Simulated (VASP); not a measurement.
The system is NbP.

```xyz
4
Lattice="-1.7078 1.7078 5.8527 1.7078 -1.7078 5.8527 1.7078 1.7078 -5.8527" Properties=species:S:1:pos:R:3 pbc="T T T"
Nb    1.7078    0.0000    2.9249
Nb    0.0000    0.0000    5.8513
P     0.0000    1.7078    3.8949
P     0.0000    0.0000    0.9686
```

This cell differs from its parent crystal: volume scaled by 1.06.

Base run:

- Program: VASP 6.6.1
- Functional: PBEsol
- Potentials or basis: VASP PAW PBE potentials, release 64 (Nb_sv, P)
- Cutoff: 520 eV
- k mesh: 11 × 11 × 11
- Occupations: fermi-dirac, width 0.05 eV
- Spin: no spin polarisation

Its results: band gap on the k mesh zero (filled and empty bands overlap); pressure -15.6 GPa.

Q: The run is repeated on the same cell with these changes: functional from PBEsol to LDA; potentials or basis from VASP PAW PBE potentials, release 64 (Nb_sv, P) to VASP PAW LDA potentials, release 64 (Nb_sv, P). What comes out?

A: Band gap on the k mesh zero (filled and empty bands overlap); pressure -18.2 GPa.

Caveats: the PAW data sets were made with another functional, which shifts forces and pressure a little (some runs).
